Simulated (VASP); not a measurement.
# Te (Pm-3m) in VASP: notebook

Te is run at these levels: PBEsol; tasks: single point.

All numbers are computed with VASP 6.6.1; they aren't measurements. Logs are shortened: lines on timing, memory, paths and dates and some standing lists are left out, and cuts for length are marked.

**1. The cell of the first run**

Symmetry: Pm-3m, No. 221, cubic system. The conventional cell has a = 3.019 Å, b = 3.019 Å, c = 3.019 Å, α = 90.00°, β = 90.00°, γ = 90.00°. Within 4.0 Å of Te (site symmetry m-3m) lie 6 Te at 3.02 Å.

**2. Single point, PBEsol (volume scaled by 0.88)**

INCAR

```
SYSTEM = Te
  ALGO = Normal
  EDIFF = 1E-6
  ENCUT = 520
  GGA = PS
  ISIF = 2
  ISMEAR = -1
  LASPH = .TRUE.
  LCHARG = .FALSE.
  LREAL = .FALSE.
  LWAVE = .FALSE.
  NBANDS = 9
  NELM = 100
  PREC = Accurate
  SIGMA = 0.1
```

KPOINTS

```
k-points
0
G
  11 11 11
  0 0 0
```

POSCAR

```
Te
1.0
    3.0194418603      0.0000000000      0.0000000000
    0.0000000000      3.0194418603      0.0000000000
    0.0000000000      0.0000000000      3.0194418603
Te
1
Direct
    0.0000000000      0.0000000000      0.0000000000
```

Potentials or basis: VASP PAW PBE potentials, release 64 (Te).

Launch:

```console
cat potpaw_PBE.64/Te/POTCAR > POTCAR
mpirun -np 1 vasp_std > vasp.out
```

OUTCAR:

```text
SYSTEM = Te
   EDIFF = 1E-6
   ENCUT = 520
   GGA = PS
   ISIF = 2
   ISMEAR = -1
   LASPH = .TRUE.
   LREAL = .FALSE.
   NELM = 100
   PREC = Accurate

 ion  position               nearest neighbor table
   1  0.000  0.000  0.000-

  LATTYP: Found a simple cubic cell.
 ALAT       =     3.0194418603

  Lattice vectors:

 A1 = (   3.0194418603,   0.0000000000,   0.0000000000)
 A2 = (   0.0000000000,   3.0194418603,   0.0000000000)
 A3 = (   0.0000000000,   0.0000000000,   3.0194418603)

Analysis of symmetry for initial positions (statically):
=====================================================================
 Subroutine PRICEL returns:
 Original cell was already a primitive cell.

 Routine SETGRP: Setting up the symmetry group for a
 simple cubic supercell.

 Subroutine GETGRP returns: Found 48 space group operations
 (whereof 48 operations were pure point group operations)
 out of a pool of 48 trial point group operations.

The static configuration has the point symmetry O_h .

Analysis of symmetry for dynamics (positions and initial velocities):
=====================================================================
 Subroutine PRICEL returns:
 Original cell was already a primitive cell.

 Routine SETGRP: Setting up the symmetry group for a
 simple cubic supercell.

 Subroutine GETGRP returns: Found 48 space group operations
 (whereof 48 operations were pure point group operations)
 out of a pool of 48 trial point group operations.

The dynamic configuration has the point symmetry O_h .

 Subroutine INISYM returns: Found 48 space group operations
 (whereof 48 operations are pure point group operations),
 and found     1 'primitive' translations

----------------------------------------------------------------------------------------

                                     Primitive cell

  volume of cell :      27.5283

  direct lattice vectors                    reciprocal lattice vectors
     3.019441860  0.000000000  0.000000000     0.331187036  0.000000000  0.000000000
     0.000000000  3.019441860  0.000000000     0.000000000  0.331187036  0.000000000
     0.000000000  0.000000000  3.019441860     0.000000000  0.000000000  0.331187036

  length of vectors
     3.019441860  3.019441860  3.019441860     0.331187036  0.331187036  0.331187036

  position of ions in fractional coordinates (direct lattice)
     0.000000000  0.000000000  0.000000000

  ion indices of the primitive-cell ions
   primitive index   ion index
                 1           1

----------------------------------------------------------------------------------------

 KPOINTS: k-points

Automatic generation of k-mesh.
 Grid dimensions read from file:
 generate k-points for:   11   11   11

 Generating k-lattice:

  Cartesian coordinates                     Fractional coordinates (reciprocal lattice)
     0.030107912  0.000000000  0.000000000     0.090909091  0.000000000  0.000000000
     0.000000000  0.030107912  0.000000000     0.000000000  0.090909091  0.000000000
     0.000000000  0.000000000  0.030107912     0.000000000  0.000000000  0.090909091

  Length of vectors
     0.030107912  0.030107912  0.030107912

  Shift w.r.t. Gamma in fractional coordinates (k-lattice)
     0.000000000  0.000000000  0.000000000

 Subroutine IBZKPT returns following result:
 ===========================================

 Found     56 irreducible k-points:

 Following reciprocal coordinates:
            Coordinates               Weight
  0.000000  0.000000  0.000000      1.000000
  0.090909  0.000000  0.000000      6.000000
  0.181818  0.000000  0.000000      6.000000
  0.272727  0.000000  0.000000      6.000000
  0.363636  0.000000  0.000000      6.000000
  0.454545  0.000000  0.000000      6.000000
[... 16 lines left out ...]
  0.181818  0.090909  0.090909     24.000000
  0.272727  0.090909  0.090909     24.000000
 [... further k-points ...]
   k-points           NKPTS =     56   k-points in BZ     NKDIM =     56   number of bands    NBANDS=      9
   number of dos      NEDOS =    301   number of ions     NIONS =      1
   total plane-waves  NPLWV =  13824
   dimension x,y,z NGX =    24 NGY =   24 NGZ =   24
   dimension x,y,z NGXF=    48 NGYF=   48 NGZF=   48
   ions per type =               1
   NGX,Y,Z   is equivalent  to a cutoff of  13.21, 13.21, 13.21 a.u.
   NGXF,Y,Z  is equivalent  to a cutoff of  26.43, 26.43, 26.43 a.u.
 SYSTEM =  Te
   PREC   = accura    normal or accurate (medium, high low for compatibility)
   ISTART =      0    job   : 0-new  1-cont  2-samecut
   ICHARG =      2    charge: 1-file 2-atom 10-const
   ISPIN  =      1    spin polarized calculation?
   LNONCOLLINEAR =      F non collinear calculations
   LSORBIT =      F    spin-orbit coupling
   LASPH  =      T    aspherical Exc in radial PAW
   ENCUT  =  520.0 eV  38.22 Ry    6.18 a.u.   5.61  5.61  5.61*2*pi/ulx,y,z
   NELM   =    100;   NELMIN=  2; NELMDL= -5     # of ELM steps
   EDIFF  = 0.1E-05   stopping-criterion for ELM
   LREAL  =      F    real-space projection
   EDIFFG = 0.1E-04   stopping-criterion for IOM
   NSW    =      0    number of steps for IOM
   IBRION =     -1    ionic relax: 0-MD 1-quasi-New 2-CG
   NFREE  =      0    steps in history (QN), initial steepest desc. (CG)
   ISIF   =      2    stress and relaxation
   ISYM   =      2    0-nonsym 1-usesym 2-fastsym
   POTIM  = 0.5000    time-step for ionic-motion
   TEBEG  =    0.0;   TEEND  =   0.0 temperature during run
   PSTRESS=    0.0 pullay stress
   NELECT =       6.0000    total number of electrons
   NUPDOWN=      -1.0000    fix difference up-down
   EMIN   =  10.00;   EMAX   =-10.00  energy-range for DOS
   EFERMI =   0.00;   METHOD = LEGACY
   ISMEAR =    -1;   SIGMA  =   0.10  broadening in eV -4-tet -1-fermi 0-gaus
   EFERMI_NEDOS =   21; number of points for ismear=-14 and -15
   IALGO  =     38    algorithm
   IMIX   =      4    mixing-type and parameters
     AMIX     =   0.40;   BMIX     =  1.00
     AMIX_MAG =   1.60;   BMIX_MAG =  1.00
  volume/ion in A,a.u.               =      27.53       185.77
  Fermi-wavevector in a.u.,A,eV,Ry     =   0.985217  1.861790 13.206530  0.970653
  Thomas-Fermi vector in A             =   2.116508
   LORBIT       =      0    0 simple, 1 ext, 2 COOP (PROOUT), +10 PAW based schemes
   GGA     = PS    functional components
   LHFCALC =     F    Hartree Fock is set to
   AEXX    =    0.0000 exact exchange contribution
   IVDW    =     0    specifies the selected vdW correction
   LEPSILON=     F    determine dielectric tensor
   LRPA    =     F    only Hartree local field effects (RPA)
 non-spin polarized calculation
  energy-cutoff  :      520.00
  volume of cell :       27.53
 maximum number of plane-waves:       752
 NGX is ok and might be reduce to    24
   NGX = 11   NGY = 11   NGZ = 11

 number of electron       6.0000001 magnetization

 Free energy of the ion-electron system (eV)
  ---------------------------------------------------
  ext. energy  EPLUGINS =         0.00000000
  ---------------------------------------------------
  free energy    TOTEN  =        -3.40749487 eV

  energy without entropy =       -3.39119091  energy(sigma->0) =       -3.39934289

 E-fermi :   8.7485     XC(G=0): -10.1746

 val. band max:        8.6682997624   @ k =   0.4545   0.1818   0.1818
 cond. band min:       8.7744464263   @ k =   0.0909   0.0000   0.0000
 fundamental gap:      0.1061466639
 Fermi energy:         8.7484769134

 k-point     1 :       0.0000    0.0000    0.0000
  band No.  band energies     occupation
      1      -6.3512      2.00000
      2      10.1150      0.00000
      3      10.1150      0.00000
      4      10.1150      0.00000
      5      14.5708      0.00000
      6      14.5708      0.00000
      7      15.7973      0.00000
      8      27.4637      0.00000
      9      27.5128      0.00000

 k-point     2 :       0.0909    0.0000    0.0000
  band No.  band energies     occupation
      1      -6.2309      2.00000
      2       8.7744      0.87088
      3      10.2286      0.00000
      4      10.2286      0.00000
      5      14.6723      0.00000
      6      15.2786      0.00000
      7      16.7403      0.00000
      8      25.6082      0.00000
      9      25.6082      0.00000

 k-point     3 :       0.1818    0.0000    0.0000
  band No.  band energies     occupation
      1      -5.8778      2.00000
      2       6.5152      2.00000
      3      10.5534      0.00000
      4      10.5534      0.00000
      5      14.9731      0.00000
      6      15.7725      0.00000
      7      19.4016      0.00000
      8      23.6469      0.00000
      9      23.6469      0.00000

 k-point     4 :       0.2727    0.0000    0.0000
  band No.  band energies     occupation
      1      -5.3238      2.00000
      2       4.3554      2.00000
      3      11.0350      0.00000
      4      11.0350      0.00000
      5      15.4569      0.00000
      6      16.3649      0.00000
      7      21.8971      0.00000
      8      21.9008      0.00000
      9      21.9008      0.00000

 k-point     5 :       0.3636    0.0000    0.0000
  band No.  band energies     occupation
      1      -4.6595      2.00000
      2       2.5743      2.00000
      3      11.5588      0.00000
      4      11.5588      0.00000
      5      16.0705      0.00000
      6      17.1700      0.00000
      7      20.5219      0.00000
      8      20.5219      0.00000
      9      20.9516      0.00000

 k-point     6 :       0.4545    0.0000    0.0000
  band No.  band energies     occupation
      1      -4.1274      2.00000
      2       1.4731      2.00000
      3      11.9259      0.00000
      4      11.9259      0.00000
      5      16.6188      0.00000
      6      18.1702      0.00000
      7      19.6648      0.00000
      8      19.7241      0.00000
      9      19.7241      0.00000
[... 169 lines left out ...]
 k-point    21 :       0.4545    0.4545    0.0000
  band No.  band energies     occupation
      1      -1.8056      2.00000
      2       3.3715      2.00000
      3       3.4280      2.00000
      4      10.0992      0.00000
      5      13.7308      0.00000
      6      20.1536      0.00000
      7      21.4736      0.00000
      8      21.7047      0.00000
      9      21.7915      0.00000

 k-point    22 :       0.0909    0.0909    0.0909
  band No.  band energies     occupation
      1      -5.9901      2.00000
      2       8.9256      0.29083
      3       8.9256      0.29083
      4       9.1704      0.02899
      5      16.3738      0.00000
      6      16.3738      0.00000
      7      17.3672      0.00000
      8      23.7701      0.00000
      9      23.7701      0.00000

 k-point    23 :       0.1818    0.0909    0.0909
  band No.  band energies     occupation
      1      -5.6368      2.00000
      2       6.7412      2.00000
      3       9.2492      0.01329
      4       9.4405      0.00197
      5      16.6662      0.00000
      6      17.2139      0.00000
      7      19.3997      0.00000
      8      21.6909      0.00000
      9      22.3541      0.00000

 k-point    24 :       0.2727    0.0909    0.0909
  band No.  band energies     occupation
      1      -5.0821      2.00000
      2       4.5844      2.00000
      3       9.7348      0.00010
      4       9.9579      0.00001
      5      17.1171      0.00000
      6      17.4670      0.00000
      7      19.8750      0.00000
      8      20.1091      0.00000
      9      23.1249      0.00000

 [... further k-points ...]
[... 5 lines left out ...]
  --------------------------------------------------------------------------------------
  -------------------------------------------------------------------------------------
  Total        1.7656578      1.7656578      1.7656578      0.0000000     -0.0000000      0.0000000
  in kB      102.7630805    102.7630805    102.7630805      0.0000000     -0.0000000      0.0000000
  external PRESSURE =     102.7630805 kB  Pullay stress =       0.0000000 kB

 VOLUME and BASIS-vectors are now :
 -----------------------------------------------------------------------------
  energy-cutoff  :      520.00
  volume of cell :       27.53
      direct lattice vectors                 reciprocal lattice vectors
     3.019441860  0.000000000  0.000000000     0.331187036  0.000000000  0.000000000
     0.000000000  3.019441860  0.000000000     0.000000000  0.331187036  0.000000000
     0.000000000  0.000000000  3.019441860     0.000000000  0.000000000  0.331187036

 POSITION                                       TOTAL-FORCE (eV/Angst)
 -----------------------------------------------------------------------------------
      0.00000      0.00000      0.00000         0.000000      0.000000      0.000000
 -----------------------------------------------------------------------------------
    total drift:                               -0.000000      0.000000      0.000000

  FREE ENERGIE OF THE ION-ELECTRON SYSTEM (eV)
  ---------------------------------------------------
  free  energy   TOTEN  =        -3.4074948652 eV

  energy  without entropy=       -3.3911909132  energy(sigma->0) =       -3.39934289
```

Run time: 4.3 s. Hardware: 1 thread of Intel Xeon Platinum 8488C (Sapphire Rapids), shared host; peak memory 0.14 GiB.

Results:

| Property | Result |
| --- | --- |
| Free energy | -3.4075 eV |
| Pressure | 10.3 GPa |
| Band gap on the k mesh | zero (band 3 reaches 11.93 eV, above the bottom of band 4 at 5.32 eV) |

Levels at points of the mesh, in eV from the Fermi level:
```
           k point  band 1  band 2  band 3  band 4  band 5  band 6
(0.00, 0.00, 0.00)  -15.10    1.37    1.37    1.37    5.82    5.82
```

Caveat: the PAW data sets were made with another functional, which shifts forces and pressure a little; spin-orbit coupling is left out, which moves the levels of the heavy elements.

**3. Single point, PBEsol (volume scaled by 0.92)**

INCAR

```
PREC     = Accurate       # precision mode
ENCUT    = 520            # plane-wave cutoff, eV
EDIFF    = 1E-7           # SCF threshold, eV
ISMEAR   = -1             # smearing method
SIGMA    = 0.1            # smearing width, eV
LREAL    = False          # projectors in reciprocal space
LASPH    = True           # aspherical terms in the spheres
NELM     = 60             # most SCF steps
ALGO     = Normal         # electronic algorithm
ISIF     = 2              # what is computed and relaxed
LWAVE    = False          # write WAVECAR
LCHARG   = False          # write CHGCAR
GGA      = PS             # functional
NBANDS   = 9              # bands
```

KPOINTS

```
Automatic mesh
0
Gamma
  11 11 11
```

POSCAR

```
Te
1.0
    3.0645148018      0.0000000000      0.0000000000
    0.0000000000      3.0645148018      0.0000000000
    0.0000000000      0.0000000000      3.0645148018
Te
1
Direct
    0.0000000000      0.0000000000      0.0000000000
```

Potentials or basis: VASP PAW PBE potentials, release 64 (Te).

Launch:

```console
cat potpaw_PBE.64/Te/POTCAR > POTCAR
mpirun -np 1 vasp_std > vasp.out
```

Run time: 5.5 s. Hardware: 1 thread of Intel Xeon Platinum 8488C (Sapphire Rapids), shared host; peak memory 0.14 GiB.

The run converged. Its results:

- Free energy: -3.4706 eV
- Pressure: 6.1 GPa
- Band gap on the k mesh: zero (band 3 reaches 11.07 eV, above the bottom of band 4 at 4.79 eV)

Levels at points of the mesh, in eV from the Fermi level:
```csv
k point,band 1,band 2,band 3,band 4,band 5,band 6,band 7
"(0.00, 0.00, 0.00)",-14.69,1.32,1.32,1.32,5.88,5.88,6.85
```

Caveat: the PAW data sets were made with another functional, which shifts forces and pressure a little; spin-orbit coupling is left out, which moves the levels of the heavy elements.
